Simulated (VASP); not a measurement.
A run of VASP 6.6.1:

Contents of INCAR:

```
  PREC = Accurate
  ENCUT = 520
  EDIFF = 1E-7
  ISMEAR = -1
  SIGMA = 0.1
  LREAL = F
  LASPH = T
  NELM = 60
  ALGO = Normal
  ISIF = 2
  LWAVE = F
  LCHARG = F
  GGA = PE
  NBANDS = 38
```

Contents of KPOINTS:

```
regular mesh
0
Gamma
  4 4 4
```

POSCAR

```
Na
1.0
    6.6808316540      0.0000000000      0.0000000000
    0.0000000000      6.6808316540      0.0000000000
    0.0000000000      0.0000000000      6.6808316540
Na
8
Direct
    0.0000000000      1.0000000000      1.0000000000
    0.5000000000      0.5000000000      0.5000000000
    0.2500000000      1.0000000000      0.5000000000
    0.7500000000      0.0000000000      0.5000000000
    0.5000000000      0.2500000000      0.0000000000
    0.5000000000      0.7500000000      1.0000000000
    1.0000000000      0.5000000000      0.2500000000
    1.0000000000      0.5000000000      0.7500000000
```

Potentials or basis: VASP PAW PBE potentials, release 64 (Na_pv).

Run with:

```bash
$ cat potpaw_PBE.64/Na_pv/POTCAR > POTCAR
$ mpirun -np 1 vasp_std > vasp.out
```

Hardware: 1 thread of AMD EPYC 9R45 96-Core Processor (Zen 5), on a shared host.

Question: How long does it take, and how much memory?

Answer: Wall time 46 s on 1 thread of AMD EPYC 9R45 96-Core Processor (Zen 5), on a shared host, peak memory 0.32 GiB. Counts: scf iterations 11, k points 10.
